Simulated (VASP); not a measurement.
# C (R-3m) in VASP: further runs

C is run at these levels: LDA; tasks: single point.

All numbers are computed with VASP 6.6.1; they aren't measurements. Logs are shortened: lines on timing, memory, paths and dates and some standing lists are left out, and cuts for length are marked.

**1. The cell of the first run**

Symmetry: R-3m, No. 166, trigonal system. The conventional cell has a = 2.416 Å, b = 2.416 Å, c = 24.341 Å, α = 90.00°, β = 90.00°, γ = 120.00°. C (site symmetry 3m) has 3 C at 1.39 Å within 1.9 Å. Within 1.9 Å of C (site symmetry 3m) lie 3 C at 1.39 Å.

**2. Single point, LDA**

Contents of INCAR:

```
SYSTEM = C
ALGO     = Normal         ! electronic algorithm
EDIFF    = 1E-6           ! SCF threshold, eV
ENCUT    = 520            ! plane-wave cutoff, eV
GGA      = CA             ! functional
ISIF     = 2              ! what is computed and relaxed
ISMEAR   = -1             ! smearing method
LASPH    = .True.         ! aspherical terms in the spheres
LCHARG   = .True.         ! write CHGCAR
LELF     = .True.         ! ELF
LREAL    = .False.        ! projectors in reciprocal space
LVHAR    = .True.       
LWAVE    = .False.        ! write WAVECAR
NBANDS   = 16             ! bands
NELM     = 60             ! most SCF steps
PREC     = Accurate       ! precision mode
SIGMA    = 0.05           ! smearing width, eV
```

Contents of KPOINTS:

```
k-points
0
Gamma
  12 12 12
  0 0 0
```

Contents of POSCAR:

```
C
1.0
    1.2080139297      0.6974471676      8.1135346977
   -1.2080139297      0.6974471676      8.1135346977
    0.0000000000     -1.3948943350      8.1135346977
C
4
Direct
    0.0871730800      0.0871730800      0.0871730800
    0.7538500600      0.7538500600      0.7538500600
    0.2461499400      0.2461499400      0.2461499400
    0.9128269200      0.9128269200      0.9128269200
```

Potentials or basis: VASP PAW LDA potentials, release 64 (C).

Started as:

```sh
$ cat potpaw_LDA.64/C/POTCAR > POTCAR
$ mpirun -np 1 vasp_std > vasp.out
```

OUTCAR:

```text
SYSTEM = C
   EDIFF = 1E-6
   ENCUT = 520
   GGA = CA
   ISIF = 2
   ISMEAR = -1
   LASPH = .True.
   LREAL = .False.
   NELM = 60
   PREC = Accurate

 ion  position               nearest neighbor table
   1  0.087  0.087  0.087-   2 1.39   2 1.39   2 1.39
   2  0.754  0.754  0.754-   1 1.39   1 1.39   1 1.39
   3  0.246  0.246  0.246-   4 1.39   4 1.39   4 1.39
   4  0.913  0.913  0.913-   3 1.39   3 1.39   3 1.39

  LATTYP: Found a trigonal (rhomboedric) cell.
 ALAT       =     8.2325679770
 COS(alpha) =     0.9569371044

  Lattice vectors:

 A1 = (   1.2080139297,   0.6974471676,   8.1135346977)
 A2 = (  -1.2080139297,   0.6974471676,   8.1135346977)
 A3 = (   0.0000000000,  -1.3948943350,   8.1135346977)

Analysis of symmetry for initial positions (statically):
=====================================================================
 Subroutine PRICEL returns:
 Original cell was already a primitive cell.

 Routine SETGRP: Setting up the symmetry group for a
 trigonal (rhombohedral) supercell.

 Subroutine GETGRP returns: Found 12 space group operations
 (whereof 12 operations were pure point group operations)
 out of a pool of 12 trial point group operations.

The static configuration has the point symmetry D_3d.

Analysis of symmetry for dynamics (positions and initial velocities):
=====================================================================
 Subroutine PRICEL returns:
 Original cell was already a primitive cell.

 Routine SETGRP: Setting up the symmetry group for a
 trigonal (rhombohedral) supercell.

 Subroutine GETGRP returns: Found 12 space group operations
 (whereof 12 operations were pure point group operations)
 out of a pool of 12 trial point group operations.

The dynamic configuration has the point symmetry D_3d.

 Subroutine INISYM returns: Found 12 space group operations
 (whereof 12 operations are pure point group operations),
 and found     1 'primitive' translations

----------------------------------------------------------------------------------------

                                     Primitive cell

  volume of cell :      41.0152

  direct lattice vectors                    reciprocal lattice vectors
     1.208013930  0.697447168  8.113534698     0.413902512  0.238966727  0.041083615
    -1.208013930  0.697447168  8.113534698    -0.413902512  0.238966727  0.041083615
     0.000000000 -1.394894335  8.113534698     0.000000000 -0.477933453  0.041083615

  length of vectors
     8.232567977  8.232567977  8.232567977     0.479695997  0.479695997  0.479695997

  position of ions in fractional coordinates (direct lattice)
     0.087173080  0.087173080  0.087173080
     0.753850060  0.753850060  0.753850060
     0.246149940  0.246149940  0.246149940
     0.912826920  0.912826920  0.912826920

  ion indices of the primitive-cell ions
   primitive index   ion index
                 1           1
                 2           2
                 3           3
                 4           4

----------------------------------------------------------------------------------------

 KPOINTS: k-points

Automatic generation of k-mesh.
 Grid dimensions read from file:
 generate k-points for:   12   12   12

 Generating k-lattice:

  Cartesian coordinates                     Fractional coordinates (reciprocal lattice)
     0.034491876  0.019913894  0.003423635     0.083333333 -0.000000000  0.000000000
    -0.034491876  0.019913894  0.003423635    -0.000000000  0.083333333  0.000000000
     0.000000000 -0.039827788  0.003423635     0.000000000  0.000000000  0.083333333

  Length of vectors
     0.039974666  0.039974666  0.039974666

  Shift w.r.t. Gamma in fractional coordinates (k-lattice)
     0.000000000  0.000000000  0.000000000

 Subroutine IBZKPT returns following result:
 ===========================================

 Found    189 irreducible k-points:

 Following reciprocal coordinates:
            Coordinates               Weight
  0.000000  0.000000  0.000000      1.000000
  0.083333  0.000000  0.000000      6.000000
  0.166667  0.000000  0.000000      6.000000
  0.250000  0.000000  0.000000      6.000000
  0.333333 -0.000000  0.000000      6.000000
  0.416667  0.000000 -0.000000      6.000000
[... 16 lines left out ...]
  0.500000  0.166667  0.000000     12.000000
 -0.416667  0.166667  0.000000     12.000000
 [... further k-points ...]
   k-points           NKPTS =    189   k-points in BZ     NKDIM =    189   number of bands    NBANDS=     16
   number of dos      NEDOS =    301   number of ions     NIONS =      4
   total plane-waves  NPLWV = 262144
   dimension x,y,z NGX =    64 NGY =   64 NGZ =   64
   dimension x,y,z NGXF=   128 NGYF=  128 NGZF=  128
   ions per type =               4
   NGX,Y,Z   is equivalent  to a cutoff of  12.92, 12.92, 12.92 a.u.
   NGXF,Y,Z  is equivalent  to a cutoff of  25.85, 25.85, 25.85 a.u.
 SYSTEM =  C
   PREC   = accura    normal or accurate (medium, high low for compatibility)
   ISTART =      0    job   : 0-new  1-cont  2-samecut
   ICHARG =      2    charge: 1-file 2-atom 10-const
   ISPIN  =      1    spin polarized calculation?
   LNONCOLLINEAR =      F non collinear calculations
   LSORBIT =      F    spin-orbit coupling
   LASPH  =      T    aspherical Exc in radial PAW
   ENCUT  =  520.0 eV  38.22 Ry    6.18 a.u.  15.31 15.31 15.31*2*pi/ulx,y,z
   NELM   =     60;   NELMIN=  2; NELMDL= -5     # of ELM steps
   EDIFF  = 0.1E-05   stopping-criterion for ELM
   LREAL  =      F    real-space projection
   EDIFFG = 0.1E-04   stopping-criterion for IOM
   NSW    =      0    number of steps for IOM
   IBRION =     -1    ionic relax: 0-MD 1-quasi-New 2-CG
   NFREE  =      0    steps in history (QN), initial steepest desc. (CG)
   ISIF   =      2    stress and relaxation
   ISYM   =      2    0-nonsym 1-usesym 2-fastsym
   POTIM  = 0.5000    time-step for ionic-motion
   TEBEG  =    0.0;   TEEND  =   0.0 temperature during run
   PSTRESS=    0.0 pullay stress
   NELECT =      16.0000    total number of electrons
   NUPDOWN=      -1.0000    fix difference up-down
   EMIN   =  10.00;   EMAX   =-10.00  energy-range for DOS
   EFERMI =   0.00;   METHOD = LEGACY
   ISMEAR =    -1;   SIGMA  =   0.05  broadening in eV -4-tet -1-fermi 0-gaus
   EFERMI_NEDOS =   21; number of points for ismear=-14 and -15
   IALGO  =     38    algorithm
   IMIX   =      4    mixing-type and parameters
     AMIX     =   0.40;   BMIX     =  1.00
     AMIX_MAG =   1.60;   BMIX_MAG =  1.00
  volume/ion in A,a.u.               =      10.25        69.20
  Fermi-wavevector in a.u.,A,eV,Ry     =   1.196189  2.260470 19.468156  1.430869
  Thomas-Fermi vector in A             =   2.332136
   LORBIT       =      0    0 simple, 1 ext, 2 COOP (PROOUT), +10 PAW based schemes
   GGA     = CA    functional components
   LHFCALC =     F    Hartree Fock is set to
   AEXX    =    0.0000 exact exchange contribution
   IVDW    =     0    specifies the selected vdW correction
   LEPSILON=     F    determine dielectric tensor
   LRPA    =     F    only Hartree local field effects (RPA)
 non-spin polarized calculation
  energy-cutoff  :      520.00
  volume of cell :       41.02
 maximum number of plane-waves:      1130
 NGX is ok and might be reduce to    64
   NGX = 31   NGY = 31   NGZ = 31

 number of electron      16.0000000 magnetization

 Free energy of the ion-electron system (eV)
  ---------------------------------------------------
  ext. energy  EPLUGINS =         0.00000000
  ---------------------------------------------------
  free energy    TOTEN  =       -40.33605756 eV

  energy without entropy =      -40.33474815  energy(sigma->0) =      -40.33540285

 E-fermi :   3.3446     XC(G=0):  -9.6040

 val. band max:        3.2375938476   @ k =  -0.3333   0.3333   0.0000
 cond. band min:       3.4502576117   @ k =  -0.3333   0.3333   0.0000
 fundamental gap:      0.2126637640
 Fermi energy:         3.3446083107

 k-point     1 :       0.0000    0.0000    0.0000
  band No.  band energies     occupation
      1     -16.4751      2.00000
      2     -16.4077      2.00000
      3      -5.0679      2.00000
      4      -4.3505      2.00000
      5       0.3361      2.00000
      6       0.3361      2.00000
[... 8 lines left out ...]
     15      14.3768      0.00000
     16      15.4075      0.00000

 k-point     2 :       0.0833    0.0000    0.0000
  band No.  band energies     occupation
      1     -16.3057      2.00000
      2     -16.2394      2.00000
      3      -4.8580      2.00000
      4      -4.1486      2.00000
      5      -0.3148      2.00000
      6      -0.3106      2.00000
[... 8 lines left out ...]
     15      14.6226      0.00000
     16      14.7997      0.00000

 k-point     3 :       0.1667    0.0000    0.0000
  band No.  band energies     occupation
      1     -15.7992      2.00000
      2     -15.7361      2.00000
      3      -4.2331      2.00000
      4      -3.5483      2.00000
      5      -1.9665      2.00000
      6      -1.9584      2.00000
[... 8 lines left out ...]
     15      14.6893      0.00000
     16      14.6993      0.00000

 k-point     4 :       0.2500    0.0000    0.0000
  band No.  band energies     occupation
      1     -14.9613      2.00000
      2     -14.9033      2.00000
      3      -4.1007      2.00000
      4      -4.0871      2.00000
      5      -3.2115      2.00000
      6      -2.5691      2.00000
[... 8 lines left out ...]
     15      16.3090      0.00000
     16      17.3711      0.00000

 k-point     5 :       0.3333   -0.0000    0.0000
  band No.  band energies     occupation
      1     -13.8030      2.00000
      2     -13.7514      2.00000
      3      -6.3561      2.00000
      4      -6.3360      2.00000
      5      -2.5631      2.00000
      6      -2.5593      2.00000
[... 8 lines left out ...]
     15      17.6025      0.00000
     16      18.9182      0.00000

 k-point     6 :       0.4167    0.0000   -0.0000
  band No.  band energies     occupation
      1     -12.3472      2.00000
      2     -12.3029      2.00000
      3      -8.5263      2.00000
      4      -8.4990      2.00000
      5      -3.0596      2.00000
      6      -3.0558      2.00000
[... 8 lines left out ...]
     15      16.5807      0.00000
     16      18.1314      0.00000
[... 267 lines left out ...]
 k-point    21 :       0.3333    0.1667    0.0000
  band No.  band energies     occupation
      1     -14.4615      2.00000
      2     -14.4104      2.00000
      3      -4.3924      2.00000
      4      -4.3806      2.00000
      5      -3.2357      2.00000
      6      -3.2268      2.00000
[... 8 lines left out ...]
     15      15.8084      0.00000
     16      15.8760      0.00000

 k-point    22 :       0.4167    0.1667    0.0000
  band No.  band energies     occupation
      1     -13.3137      2.00000
      2     -13.2693      2.00000
      3      -6.1684      2.00000
      4      -6.1482      2.00000
      5      -4.3193      2.00000
      6      -4.3111      2.00000
[... 8 lines left out ...]
     15      16.9003      0.00000
     16      17.3161      0.00000

 k-point    23 :       0.5000    0.1667    0.0000
  band No.  band energies     occupation
      1     -11.8782      2.00000
      2     -11.8408      2.00000
      3      -8.1633      2.00000
      4      -8.1350      2.00000
      5      -4.8958      2.00000
      6      -4.8876      2.00000
[... 8 lines left out ...]
     15      16.5365      0.00000
     16      16.7069      0.00000

 k-point    24 :      -0.4167    0.1667    0.0000
  band No.  band energies     occupation
      1     -10.4846      2.00000
      2     -10.4490      2.00000
      3      -9.7650      2.00000
      4      -9.7361      2.00000
      5      -5.0814      2.00000
      6      -5.0728      2.00000
[... 8 lines left out ...]
     15      14.6371      0.00000
     16      16.4937      0.00000

 [... further k-points ...]
[... 5 lines left out ...]
  --------------------------------------------------------------------------------------
  -------------------------------------------------------------------------------------
  Total        3.7385926      3.7385926     -0.2964316      0.0000000     -0.0000000     -0.0000000
  in kB      146.0407711    146.0407711    -11.5795185      0.0000000     -0.0000000     -0.0000000
  external PRESSURE =      93.5006745 kB  Pullay stress =       0.0000000 kB

 VOLUME and BASIS-vectors are now :
 -----------------------------------------------------------------------------
  energy-cutoff  :      520.00
  volume of cell :       41.02
      direct lattice vectors                 reciprocal lattice vectors
     1.208013930  0.697447168  8.113534698     0.413902512  0.238966727  0.041083615
    -1.208013930  0.697447168  8.113534698    -0.413902512  0.238966727  0.041083615
     0.000000000 -1.394894335  8.113534698     0.000000000 -0.477933453  0.041083615

 POSITION                                       TOTAL-FORCE (eV/Angst)
 -----------------------------------------------------------------------------------
      0.00000      0.00000      2.12185         0.000000      0.000000      0.007979
      0.00000      0.00000     18.34917         0.000000      0.000000      0.000880
      0.00000      0.00000      5.99144         0.000000     -0.000000     -0.000880
      0.00000      0.00000     22.21876         0.000000     -0.000000     -0.007979
 -----------------------------------------------------------------------------------
    total drift:                               -0.000000     -0.000000      0.000000

  FREE ENERGIE OF THE ION-ELECTRON SYSTEM (eV)
  ---------------------------------------------------
  free  energy   TOTEN  =       -40.3360575561 eV

  energy  without entropy=      -40.3347481530  energy(sigma->0) =      -40.33540285
```

Wall time 10 min (1 thread of Intel Xeon 6975P-C (Granite Rapids), shared host); peak memory 0.42 GiB.

What came out:

| Property | Result |
| --- | --- |
| Free energy | -40.3361 eV |
| Pressure | 9.4 GPa |
| Largest force | 0.008 eV/Å |
| Band gap on the k mesh | 0.21 eV, direct |

Forces on the atoms (eV/Å):
```
C    0.000  0.000  0.008
C    0.000  0.000  0.001
C    0.000  0.000 -0.001
C    0.000  0.000 -0.008
```

A k mesh can miss the band edges.

(Continued in part 2 of 2.)
